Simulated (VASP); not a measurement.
Runs of VASP 6.6.1 on CsRe2. The structure is that of space group Fm-3m (No. 225), or close to it. The cells are those of the table. 

| task | cell | k mesh | gap on the mesh (eV) | pressure (GPa) | relaxed volume (Å³/atom) |
| --- | --- | --- | --- | --- | --- |
| single point | a = 4.406 Å, angles 60.0°, 3 atoms | 14 × 14 × 14 | none | 4.5 | - |
| relaxation of cell and atoms | relaxed from a = 4.406 Å, angles 60.0°, 3 atoms | 14 × 14 × 14 | none | 0.0 | 20.87 |
| relaxation of cell and atoms | relaxed from a = 4.412 Å, angles 60.0°, 3 atoms | 6 × 6 × 6 | none | 0.0 | 20.87 |
| relaxation of cell and atoms | relaxed from a = 4.683 Å, angles 60.0°, 3 atoms | 4 × 4 × 4 | none | -0.3 | (a) |

Alike in all rows: level PBE; potentials or basis VASP PAW PBE potentials, release 64 (Cs_sv, Re_sv_GW); no spin polarisation; cutoff (eV) 560; smearing gaussian 0.1 eV.

Q: Estimate the missing entries.

A: (a) 21.11.

Caveats: some runs use coarse meshes; spin-orbit coupling is left out, which moves the levels of the heavy elements; the cell stands under pressure (at least some runs).

A k mesh can miss the band edges, and the runs leave out spin-orbit coupling on Cs, Re.

A gap of «none» marks levels without a gap at the run's occupations.
